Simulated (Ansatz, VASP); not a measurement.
CsI in VASP and in Ansatz

```
CELL_PARAMETERS angstrom
4.66521 0.00000 0.00000
0.00000 4.66521 0.00000
0.00000 0.00000 4.66521
ATOMIC_POSITIONS crystal
Cs 0.00000 0.00000 0.00000
I 0.50000 0.50000 0.50000
```

Alike in both runs: functional PBE; k mesh 6 × 6 × 6; occupations fermi-dirac, width 0.03 eV; no spin polarisation.

Ansatz relaxed the structure, and its values are those at the end. VASP's run is a single point on that final structure, the one shown.

```csv
,VASP,Ansatz
version,VASP 6.6.1,Ansatz 0.2.0
potentials or method,"VASP PAW PBE potentials, release 64 (Cs_sv, I)","PAW with Ansatz's default frozen-core files, scalar-relativistic"
plane-wave cutoff (eV),500,420
valence electrons in the cell,16,26
```

|  | VASP | Ansatz | Ansatz less VASP |
| --- | --- | --- | --- |
| pressure (GPa) | 0.0 | 0.0 | -0.03 |

The functional is the same, so the differences come from potentials, cutoffs and numerics. VASP's potentials hold 16 valence electrons a cell and Ansatz's 26, so a difference there can come from the potentials and not from the codes. Ansatz's warnings: stress scf threshold loose.

Neither program's run includes spin-orbit coupling.
